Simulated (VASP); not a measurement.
A run of VASP 6.6.1 is set up as follows.

INCAR

```
PREC = Accurate
ENCUT = 520
EDIFF = 1E-6
ISMEAR = 0
SIGMA = 0.1
LREAL = False
LASPH = True
NELM = 60
ALGO = Normal
ISIF = 2
LWAVE = False
LCHARG = True
GGA = PE
LELF = True
LVHAR = True
NBANDS = 23
```

The input KPOINTS:

```
regular mesh
0
Gamma
  18 18 10
```

POSCAR

```
NiSb
1.0
    4.0057912198      0.0000000000      0.0000000000
   -2.0028956099      3.4691169586      0.0000000000
    0.0000000000      0.0000000000      5.0021723891
Ni Sb
2 2
Direct
    0.0000000000      0.0000000000      0.0000000000
    0.0000000000      0.0000000000      0.5000000000
    0.3333333335      0.6666666665      0.2500000000
    0.6666666665      0.3333333335      0.7500000000
```

Potentials or basis: VASP PAW PBE potentials, release 64 (Ni, Sb).

Command:

```bash
$ cat potpaw_PBE.64/Ni/POTCAR potpaw_PBE.64/Sb/POTCAR > POTCAR
$ mpirun -np 1 vasp_std > vasp.out
```

Problem. Predict the pressure.

Solution. 1.7 GPa.

Problem. What does it give for the band gap on the k mesh?

Solution. Zero (bands 15 and 16 overlap by 3.16 eV).

Stress tensor (GPa, compression positive):
```
0.26 0.00 0.00
0.00 0.26 0.00
0.00 0.00 4.55
```

Caveat: the cell differs from its parent crystal (uniaxial strain along c: -3.0 %); spin-orbit coupling is left out, which moves the levels of the heavy elements. Spin polarisation is off, so any magnetic state and its effect on volume and gap are missing.
